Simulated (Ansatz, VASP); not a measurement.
## Al in VASP and in Ansatz

```
CELL_PARAMETERS angstrom
-1.59448 1.59448 1.59448
1.59448 -1.59448 1.59448
1.59448 1.59448 -1.59448
ATOMIC_POSITIONS crystal
Al 0.00000 0.00000 0.00000
```

Alike in both runs: functional r2SCAN; k mesh 24 × 24 × 24; occupations gaussian, width 0.1 eV; no spin polarisation.

Ansatz relaxed the structure, and its values are those at the end. VASP's run is a single point on that final structure, the one shown.

```csv
,VASP,Ansatz
version,VASP 6.6.1,Ansatz 0.2.0
potentials or method,"VASP PAW PBE potentials, release 64 (Al), cutoff 520 eV","scalar-relativistic, plane waves, PAW"
valence electrons in the cell,3,3
```

Ansatz gave:

- gap on the k mesh at the Fermi level (eV): none
- pressure (GPa): 0.0

Problem. Estimate VASP's values.

Solution. gap on the k mesh at the Fermi level (eV): none; pressure (GPa): -0.3.

VASP's potentials were made for PBE, not for r2SCAN. A gap of «none» marks a metal or a gap that the smearing closes. The functional is the same, so the differences come from potentials, cutoffs and numerics.
